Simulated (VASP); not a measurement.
C: relaxation of the atoms with PBEsol

Crystal: C.

```
C
1.0
     2.49916    0.00000    0.00000
    -1.24958    2.16434    0.00000
     0.00000    0.00000    4.11898
C
4
Cartesian
  0.0000 1.4429 -0.0011
  1.2496 0.7214 2.0584
  0.0000 1.4429 1.5416
  1.2496 0.7214 3.6011
```

This cell differs from its parent crystal: strained cell.

```yaml
Program: VASP 6.6.1
Task: relaxation of the atoms
Functional: PBEsol
Potentials_or_basis: VASP PAW PBE potentials, release 64 (C)
Cutoff: 520 eV
k_mesh: 9 × 9 × 6
Occupations: gaussian, width 0.02 eV
Spin: no spin polarisation
Dipole_correction: no
Further_INCAR_settings: ALGO = Normal; EDIFF = 1e-06; IBRION = 2; EDIFFG = -0.002; NSW = 60
```

- Energy gained by relaxing: 0.0 meV/atom
- Ionic steps: 3
- Pressure after relaxing: 5.8 GPa
- Band gap on the k mesh: 3.03 eV, indirect (least direct gap 4.81 eV)

Stress tensor (GPa, compression positive):
```
 1.16  0.00  0.00
 0.00  1.16  0.00
 0.00  0.00 15.04
```

Final structure:
```
C
1.0
     2.49916    0.00000    0.00000
    -1.24958    2.16434    0.00000
     0.00000    0.00000    4.11898
C
4
Cartesian
  0.0000 1.4429 4.1179
  1.2496 0.7214 2.0585
  0.0000 1.4429 1.5415
  1.2496 0.7214 3.6010
```

Levels at points of the mesh, in eV from the valence-band top:
```csv
k point,band 5,band 6,band 7,band 8,band 9,band 10,band 11,band 12
"(0.00, 0.00, 0.00)",-3.27,-0.51,0.00,0.00,4.81,4.81,5.60,8.07
"(0.00, 0.00, 0.50)",-1.97,-1.97,-1.97,-1.97,7.19,7.19,7.19,7.19
```

Wall time 6.7 s on 1 thread of Intel(R) Xeon(R) 6975P-C (Granite Rapids) (shared host), peak memory 0.13 GiB.

Caveat: the cell differs from its parent crystal (strained cell); the PAW data sets were made with another functional, which shifts forces and pressure a little. A k mesh can miss the band edges.
